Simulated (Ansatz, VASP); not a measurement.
**Two plane-wave programs on Mg**

The input INCAR:

```
  PREC = Accurate
  ENCUT = 520
  EDIFF = 1E-6
  ISMEAR = 0
  SIGMA = 0.15
  LREAL = False
  LASPH = True
  NELM = 60
  ALGO = Normal
  ISIF = 2
  LWAVE = False
  LCHARG = False
  GGA = CA
  NBANDS = 7
```

KPOINTS

```
regular mesh
0
Gamma
  18 18 16
```

The input POSCAR:

```
Mg
1.0
    3.1418087945      0.0000000000      0.0000000000
   -1.5709043973      2.7208862299      0.0000000000
    0.0000000000      0.0000000000      3.0905101335
Mg
1
Direct
    0.0000000000      0.0000000000      0.0000000000
```

Input for Ansatz:

```yaml
crystal:
  lattice:
    - [3.1418087945, 0.0, 0.0]
    - [-1.5709043973, 2.7208862299, 0.0]
    - [0.0, 0.0, 3.0905101335]
  atoms:
    - { symbol: Mg, position: [0.0, 0.0, 0.0] }
basis:
  ecutwfc: 420
kpoints:
  mp_grid: { grid: [18, 18, 16] }
hamiltonian:
  xc: lda
scf:
  occupations: { method: gaussian, width: 0.15 }
output:
  forces: true
  stress: true
  eigenvalues: true
```

Change from the starting cell: strain +0.030 along x and y, +0.015 along z, atoms carried along.

Alike in both runs: task single point; functional LDA; k mesh 18 × 18 × 16; occupations gaussian, width 0.15 eV; no spin polarisation.

|  | VASP | Ansatz |
| --- | --- | --- |
| version | VASP 6.6.1 | Ansatz 0.2.0 |
| potentials or method | VASP PAW LDA potentials, release 64 (Mg), cutoff 520 eV | scalar-relativistic, plane waves, PAW |
| valence electrons in the cell | 2 | 10 |

```tsv
	VASP	Ansatz	Ansatz less VASP
gap on the k mesh at the Fermi level (eV)	none	none	-
pressure (GPa)	-2.6	-2.4	+0.24
traceless stress, the component that is largest in VASP (GPa)	0.83	0.81	-0.012
```

LDA's correlation is that of Perdew and Zunger in VASP and of Perdew and Wang (1992) in Ansatz. A gap of «none» marks a metal or a gap that the smearing closes. VASP's potentials hold 2 valence electrons a cell and Ansatz's 10, so a difference there can come from the potentials and not from the codes.
